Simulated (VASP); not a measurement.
# Ga3Se (Pm-3m) in VASP: notebook

The runs below take Ga3Se through single point, with PBEsol.

Program: VASP 6.6.1. These are calculated values, not measurements. Logs are shortened: lines on timing, memory, paths and dates and some standing lists are left out, and cuts for length are marked.

### Step 1. The cell of the first run

Symmetry: Pm-3m, No. 221, cubic system. The conventional cell has a = 4.432 Å, b = 4.432 Å, c = 4.432 Å, α = 90.00°, β = 90.00°, γ = 90.00°. Within 4.1 Å of Ga (site symmetry 4/mmm) lie 8 Ga at 3.13 Å and 4 Se at 3.13 Å. Se (site symmetry m-3m) has 12 Ga at 3.13 Å within 4.1 Å.

### Step 2. Single point, PBEsol

The input, INCAR:

```
SYSTEM = Ga3Se
PREC = Accurate ; ENCUT = 520
EDIFF = 1E-6 ; ISMEAR = 0
SIGMA = 0.1 ; LREAL = .False.
LASPH = .True. ; NELM = 80
ALGO = Normal ; ISIF = 2
LWAVE = .False. ; LCHARG = .True.
GGA = PS ; LELF = .True.
LVHAR = .True. ; NBANDS = 30
```

The input, KPOINTS:

```
Automatic mesh
0
Gamma
  16 16 16
  0 0 0
```

The input, POSCAR:

```
Ga3Se
1.0
    4.4324650000      0.0000000000      0.0000000000
    0.0000000000      4.4324650000      0.0000000000
    0.0000000000      0.0000000000      4.4324650000
Ga Se
3 1
Direct
    0.0000000000      0.5000000000      0.5000000000
    0.5000000000      0.0000000000      0.5000000000
    0.5000000000      0.5000000000      0.0000000000
    0.0000000000      0.0000000000      0.0000000000
```

Potentials or basis: VASP PAW PBE potentials, release 64 (Ga_d, Se).

The run is started by

```
> cat potpaw_PBE.64/Ga_d/POTCAR potpaw_PBE.64/Se/POTCAR > POTCAR
> mpirun -np 1 vasp_std > vasp.out
```

OUTCAR:

```text
SYSTEM = Ga3Se
   PREC = Accurate
   ENCUT = 520
   EDIFF = 1E-6
   ISMEAR = 0
   LREAL = .False.
   LASPH = .True.
   NELM = 80
   ISIF = 2
   GGA = PS

 ion  position               nearest neighbor table
   1  0.000  0.500  0.500-
   2  0.500  0.000  0.500-
   3  0.500  0.500  0.000-
   4  0.000  0.000  0.000-

  LATTYP: Found a simple cubic cell.
 ALAT       =     4.4324650000

  Lattice vectors:

 A1 = (   4.4324650000,   0.0000000000,   0.0000000000)
 A2 = (   0.0000000000,   4.4324650000,   0.0000000000)
 A3 = (   0.0000000000,   0.0000000000,   4.4324650000)

Analysis of symmetry for initial positions (statically):
=====================================================================
 Subroutine PRICEL returns:
 Original cell was already a primitive cell.

 Routine SETGRP: Setting up the symmetry group for a
 simple cubic supercell.

 Subroutine GETGRP returns: Found 48 space group operations
[... 9 lines left out ...]

 Routine SETGRP: Setting up the symmetry group for a
 simple cubic supercell.

 Subroutine GETGRP returns: Found 48 space group operations
[... 11 lines left out ...]
                                     Primitive cell

  volume of cell :      87.0835

  direct lattice vectors                    reciprocal lattice vectors
     4.432465000  0.000000000  0.000000000     0.225608098  0.000000000  0.000000000
     0.000000000  4.432465000  0.000000000     0.000000000  0.225608098  0.000000000
     0.000000000  0.000000000  4.432465000     0.000000000  0.000000000  0.225608098

  length of vectors
     4.432465000  4.432465000  4.432465000     0.225608098  0.225608098  0.225608098

  position of ions in fractional coordinates (direct lattice)
     0.000000000  0.500000000  0.500000000
     0.500000000  0.000000000  0.500000000
     0.500000000  0.500000000  0.000000000
     0.000000000  0.000000000  0.000000000

  ion indices of the primitive-cell ions
   primitive index   ion index
                 1           1
                 2           2
                 3           3
                 4           4

----------------------------------------------------------------------------------------

 KPOINTS: Automatic mesh

Automatic generation of k-mesh.
 Grid dimensions read from file:
 generate k-points for:   16   16   16

 Generating k-lattice:

  Cartesian coordinates                     Fractional coordinates (reciprocal lattice)
     0.014100506  0.000000000  0.000000000     0.062500000  0.000000000  0.000000000
     0.000000000  0.014100506  0.000000000     0.000000000  0.062500000  0.000000000
     0.000000000  0.000000000  0.014100506     0.000000000  0.000000000  0.062500000

  Length of vectors
     0.014100506  0.014100506  0.014100506

  Shift w.r.t. Gamma in fractional coordinates (k-lattice)
     0.000000000  0.000000000  0.000000000

 Subroutine IBZKPT returns following result:
 ===========================================

 Found    165 irreducible k-points:

 Following reciprocal coordinates:
            Coordinates               Weight
  0.000000  0.000000  0.000000      1.000000
  0.062500  0.000000  0.000000      6.000000
  0.125000  0.000000  0.000000      6.000000
  0.187500  0.000000  0.000000      6.000000
  0.250000  0.000000  0.000000      6.000000
  0.312500  0.000000  0.000000      6.000000
[... 16 lines left out ...]
  0.437500  0.125000  0.000000     24.000000
  0.500000  0.125000  0.000000     12.000000
 [... further k-points ...]
   k-points           NKPTS =    165   k-points in BZ     NKDIM =    165   number of bands    NBANDS=     30
   number of dos      NEDOS =    301   number of ions     NIONS =      4
   total plane-waves  NPLWV =  46656
   dimension x,y,z NGX =    36 NGY =   36 NGZ =   36
   dimension x,y,z NGXF=    72 NGYF=   72 NGZF=   72
   ions per type =               3   1
   NGX,Y,Z   is equivalent  to a cutoff of  13.50, 13.50, 13.50 a.u.
   NGXF,Y,Z  is equivalent  to a cutoff of  27.00, 27.00, 27.00 a.u.
 SYSTEM =  Ga3Se
   PREC   = accura    normal or accurate (medium, high low for compatibility)
   ISTART =      0    job   : 0-new  1-cont  2-samecut
   ICHARG =      2    charge: 1-file 2-atom 10-const
   ISPIN  =      1    spin polarized calculation?
   LNONCOLLINEAR =      F non collinear calculations
   LSORBIT =      F    spin-orbit coupling
   LASPH  =      T    aspherical Exc in radial PAW
   ENCUT  =  520.0 eV  38.22 Ry    6.18 a.u.   8.24  8.24  8.24*2*pi/ulx,y,z
   NELM   =     80;   NELMIN=  2; NELMDL= -5     # of ELM steps
   EDIFF  = 0.1E-05   stopping-criterion for ELM
   LREAL  =      F    real-space projection
[... 7 lines left out ...]
   TEBEG  =    0.0;   TEEND  =   0.0 temperature during run
   PSTRESS=    0.0 pullay stress
   NELECT =      45.0000    total number of electrons
   NUPDOWN=      -1.0000    fix difference up-down
   EMIN   =  10.00;   EMAX   =-10.00  energy-range for DOS
   EFERMI =   0.00;   METHOD = LEGACY
   ISMEAR =     0;   SIGMA  =   0.10  broadening in eV -4-tet -1-fermi 0-gaus
   EFERMI_NEDOS =   21; number of points for ismear=-14 and -15
   IALGO  =     38    algorithm
   IMIX   =      4    mixing-type and parameters
     AMIX     =   0.40;   BMIX     =  1.00
     AMIX_MAG =   1.60;   BMIX_MAG =  1.00
  volume/ion in A,a.u.               =      21.77       146.92
  Fermi-wavevector in a.u.,A,eV,Ry     =   1.313713  2.482557 23.481488  1.725841
  Thomas-Fermi vector in A             =   2.444016
   LORBIT       =      0    0 simple, 1 ext, 2 COOP (PROOUT), +10 PAW based schemes
   GGA     = PS    functional components
   LHFCALC =     F    Hartree Fock is set to
   AEXX    =    0.0000 exact exchange contribution
   IVDW    =     0    specifies the selected vdW correction
   LEPSILON=     F    determine dielectric tensor
   LRPA    =     F    only Hartree local field effects (RPA)
 non-spin polarized calculation
 Gauss-broadening in eV      SIGMA  =   0.10
  energy-cutoff  :      520.00
  volume of cell :       87.08
 maximum number of plane-waves:      2370
 NGX is ok and might be reduce to    36
   NGX = 17   NGY = 17   NGZ = 17

 number of electron      44.9999944 magnetization

 Free energy of the ion-electron system (eV)
  ---------------------------------------------------
  ext. energy  EPLUGINS =         0.00000000
  ---------------------------------------------------
  free energy    TOTEN  =       -13.94443339 eV

  energy without entropy =      -13.93696088  energy(sigma->0) =      -13.94069713

 E-fermi :   4.4878     XC(G=0): -10.4086

 val. band max:        4.4821563995   @ k =   0.5000   0.2500   0.2500
 cond. band min:       4.4945189251   @ k =   0.3125   0.2500   0.0625
 fundamental gap:      0.0123625256
 Fermi energy:         4.4877595966

 k-point     1 :       0.0000    0.0000    0.0000
  band No.  band energies     occupation
      1     -10.4873      2.00000
      2     -10.4643      2.00000
      3     -10.4643      2.00000
      4     -10.4643      2.00000
      5     -10.4129      2.00000
      6     -10.4129      2.00000
[... 22 lines left out ...]
     29      10.4545      0.00000
     30      11.5389      0.00000

 k-point     2 :       0.0625    0.0000    0.0000
  band No.  band energies     occupation
      1     -10.4848      2.00000
      2     -10.4639      2.00000
      3     -10.4624      2.00000
      4     -10.4624      2.00000
      5     -10.4126      2.00000
      6     -10.4115      2.00000
[... 22 lines left out ...]
     29      10.5948      0.00000
     30      11.5975      0.00000

 k-point     3 :       0.1250    0.0000    0.0000
  band No.  band energies     occupation
      1     -10.4774      2.00000
      2     -10.4625      2.00000
      3     -10.4566      2.00000
      4     -10.4566      2.00000
      5     -10.4118      2.00000
      6     -10.4073      2.00000
[... 22 lines left out ...]
     29      10.9444      0.00000
     30      11.7393      0.00000

 k-point     4 :       0.1875    0.0000    0.0000
  band No.  band energies     occupation
      1     -10.4658      2.00000
      2     -10.4604      2.00000
      3     -10.4472      2.00000
      4     -10.4472      2.00000
      5     -10.4104      2.00000
      6     -10.4007      2.00000
[... 22 lines left out ...]
     29      11.3523      0.00000
     30      11.8671      0.00000

 k-point     5 :       0.2500    0.0000    0.0000
  band No.  band energies     occupation
      1     -10.4579      2.00000
      2     -10.4509      2.00000
      3     -10.4346      2.00000
      4     -10.4346      2.00000
      5     -10.4086      2.00000
      6     -10.3921      2.00000
[... 22 lines left out ...]
     29      11.6052      0.00000
     30      11.8192      0.00000
[... 526 lines left out ...]
     29      10.1407      0.00000
     30      10.8263      0.00000

 k-point    22 :       0.3750    0.1250    0.0000
  band No.  band energies     occupation
      1     -10.4462      2.00000
      2     -10.4216      2.00000
      3     -10.4009      2.00000
      4     -10.3997      2.00000
      5     -10.3968      2.00000
      6     -10.3694      2.00000
[... 22 lines left out ...]
     29       9.7730      0.00000
     30      10.3768      0.00000

 k-point    23 :       0.4375    0.1250    0.0000
  band No.  band energies     occupation
      1     -10.4443      2.00000
      2     -10.4122      2.00000
      3     -10.3942      2.00000
      4     -10.3876      2.00000
      5     -10.3837      2.00000
      6     -10.3638      2.00000
[... 22 lines left out ...]
     29       9.7914      0.00000
     30      10.0473      0.00000

 k-point    24 :       0.5000    0.1250    0.0000
  band No.  band energies     occupation
      1     -10.4437      2.00000
      2     -10.4093      2.00000
      3     -10.3900      2.00000
      4     -10.3825      2.00000
      5     -10.3787      2.00000
      6     -10.3620      2.00000
[... 22 lines left out ...]
     29       9.9203      0.00000
     30      10.0279      0.00000

 [... further k-points ...]

------------------------ aborting loop because EDIFF is reached ----------------------------------------

  FORCE on cell =-STRESS in cart. coord.  units (eV):
  Direction    XX          YY          ZZ          XY          YZ          ZX
  --------------------------------------------------------------------------------------
  -------------------------------------------------------------------------------------
  Total       -1.9544090     -1.9544090     -1.9544090     -0.0000000      0.0000000     -0.0000000
  in kB      -35.9575497    -35.9575497    -35.9575497     -0.0000000      0.0000000     -0.0000000
  external PRESSURE =     -35.9575497 kB  Pullay stress =       0.0000000 kB

 VOLUME and BASIS-vectors are now :
 -----------------------------------------------------------------------------
  energy-cutoff  :      520.00
  volume of cell :       87.08
      direct lattice vectors                 reciprocal lattice vectors
     4.432465000  0.000000000  0.000000000     0.225608098  0.000000000  0.000000000
     0.000000000  4.432465000  0.000000000     0.000000000  0.225608098  0.000000000
     0.000000000  0.000000000  4.432465000     0.000000000  0.000000000  0.225608098

 POSITION                                       TOTAL-FORCE (eV/Angst)
 -----------------------------------------------------------------------------------
      0.00000      2.21623      2.21623         0.000000      0.000000      0.000000
      2.21623      0.00000      2.21623         0.000000      0.000000      0.000000
      2.21623      2.21623      0.00000         0.000000      0.000000      0.000000
      0.00000      0.00000      0.00000         0.000000      0.000000      0.000000
 -----------------------------------------------------------------------------------
    total drift:                                0.000000      0.000000      0.000000

  FREE ENERGIE OF THE ION-ELECTRON SYSTEM (eV)
  ---------------------------------------------------
  free  energy   TOTEN  =       -13.9444333913 eV

  energy  without entropy=      -13.9369608767  energy(sigma->0) =      -13.94069713
```

It used 880 s of CPU time on 1 thread of AMD EPYC 7R13 Processor (Zen 3) (shared host).

Results:

| Property | Result |
| --- | --- |
| Free energy | -13.9444 eV |
| Pressure | -3.6 GPa |

Levels at points of the mesh, in eV from the Fermi level:
| k point | band 21 | band 22 | band 23 | band 24 | band 25 | band 26 |
| --- | --- | --- | --- | --- | --- | --- |
| (0.00, 0.00, 0.00) | -2.85 | -2.85 | 1.60 | 1.60 | 1.60 | 4.38 |
| (0.50, 0.00, 0.00) | -2.17 | -1.05 | -0.27 | -0.27 | 1.14 | 3.98 |
| (0.50, 0.50, 0.00) | -0.82 | -0.71 | -0.71 | 1.36 | 1.64 | 1.64 |
| (0.50, 0.50, 0.50) | -4.89 | -4.89 | -3.49 | 3.95 | 3.95 | 3.95 |

Caveat: the PAW data sets were made with another functional, which shifts forces and pressure a little.

### Step 3. Single point, PBEsol

The input, INCAR:

```
PREC     = Accurate       # precision mode
ENCUT    = 500            # plane-wave cutoff, eV
EDIFF    = 1E-6           # SCF threshold, eV
ISMEAR   = 1              # smearing method
SIGMA    = 0.01           # smearing width, eV
LREAL    = F              # projectors in reciprocal space
LASPH    = T              # aspherical terms in the spheres
NELM     = 120            # most SCF steps
ALGO     = Normal         # electronic algorithm
ISIF     = 2              # what is computed and relaxed
LWAVE    = F              # write WAVECAR
LCHARG   = F              # write CHGCAR
GGA      = PS             # functional
NBANDS   = 30             # bands
GGA_COMPAT= F
```

The input, KPOINTS:

```
Automatic mesh
0
Gamma
  10 10 10
```

POSCAR is that of step 2.

Potentials or basis: VASP PAW PBE potentials, release 64 (Ga_d, Se).

The run is started by

```
> cat potpaw_PBE.64/Ga_d/POTCAR potpaw_PBE.64/Se/POTCAR > POTCAR
> mpirun -np 1 vasp_std > vasp.out
```

OUTCAR:

```text
PREC = Accurate
   ENCUT = 500
   EDIFF = 1E-6
   ISMEAR = 1
   LREAL = F
   LASPH = T
   NELM = 120
   ISIF = 2
   GGA = PS

 ion  position               nearest neighbor table
   1  0.000  0.500  0.500-
   2  0.500  0.000  0.500-
   3  0.500  0.500  0.000-
   4  0.000  0.000  0.000-

  LATTYP: Found a simple cubic cell.
[... 988 lines left out ...]

  FORCE on cell =-STRESS in cart. coord.  units (eV):
  Direction    XX          YY          ZZ          XY          YZ          ZX
  --------------------------------------------------------------------------------------
  -------------------------------------------------------------------------------------
  Total       -1.9699750     -1.9699750     -1.9699750      0.0000000      0.0000000     -0.0000000
  in kB      -36.2439366    -36.2439366    -36.2439366      0.0000000      0.0000000     -0.0000000
  external PRESSURE =     -36.2439366 kB  Pullay stress =       0.0000000 kB

 VOLUME and BASIS-vectors are now :
 -----------------------------------------------------------------------------
  energy-cutoff  :      500.00
  volume of cell :       87.08
      direct lattice vectors                 reciprocal lattice vectors
     4.432465000  0.000000000  0.000000000     0.225608098  0.000000000  0.000000000
     0.000000000  4.432465000  0.000000000     0.000000000  0.225608098  0.000000000
     0.000000000  0.000000000  4.432465000     0.000000000  0.000000000  0.225608098

 POSITION                                       TOTAL-FORCE (eV/Angst)
 -----------------------------------------------------------------------------------
      0.00000      2.21623      2.21623         0.000000      0.000000      0.000000
      2.21623      0.00000      2.21623         0.000000      0.000000      0.000000
      2.21623      2.21623      0.00000         0.000000      0.000000      0.000000
      0.00000      0.00000      0.00000         0.000000      0.000000      0.000000
 -----------------------------------------------------------------------------------
    total drift:                                0.000000     -0.000000     -0.000000

  FREE ENERGIE OF THE ION-ELECTRON SYSTEM (eV)
  ---------------------------------------------------
  free  energy   TOTEN  =       -13.9356803484 eV

  energy  without entropy=      -13.9356229378  energy(sigma->0) =      -13.93566121
```

OSZICAR:

```text
N       E                     dE             d eps       ncg     rms          rms(c)
DAV:   1     0.305284407897E+03    0.30528E+03   -0.21288E+04  3462   0.239E+03
DAV:   2     0.248251700227E+02   -0.28046E+03   -0.27269E+03  3464   0.506E+02
DAV:   3    -0.125875354697E+02   -0.37413E+02   -0.36159E+02  3956   0.137E+02
DAV:   4    -0.140581810773E+02   -0.14706E+01   -0.14629E+01  3914   0.279E+01
DAV:   5    -0.140903093642E+02   -0.32128E-01   -0.32100E-01  3858   0.417E+00    0.311E+00
DAV:   6    -0.139493713186E+02    0.14094E+00   -0.38964E-01  4546   0.699E+00    0.178E+00
DAV:   7    -0.139395396600E+02    0.98317E-02   -0.51803E-02  3724   0.135E+00    0.754E-01
DAV:   8    -0.139358014045E+02    0.37383E-02   -0.85606E-03  4194   0.661E-01    0.742E-02
DAV:   9    -0.139356727042E+02    0.12870E-03   -0.15140E-03  4078   0.298E-01    0.405E-02
DAV:  10    -0.139356751527E+02   -0.24485E-05   -0.16918E-04  4002   0.126E-01    0.230E-02
DAV:  11    -0.139356817314E+02   -0.65787E-05   -0.22474E-05  4136   0.351E-02    0.103E-02
DAV:  12    -0.139356805165E+02    0.12149E-05   -0.55110E-06  3662   0.229E-02    0.219E-03
DAV:  13    -0.139356803484E+02    0.16810E-06   -0.10821E-06  2442   0.876E-03
   1 F= -.13935680E+02 E0= -.13935661E+02  d E =-.574106E-04
```

It took 2.1 min on 1 thread of Intel Xeon 8259CL, shared host; peak memory 0.25 GiB.

Results:

```
Free energy : -13.9357 eV
Pressure    : -3.6 GPa
```

Caveat: the PAW data sets were made with another functional, which shifts forces and pressure a little.

(Continued in part 2 of 2.)
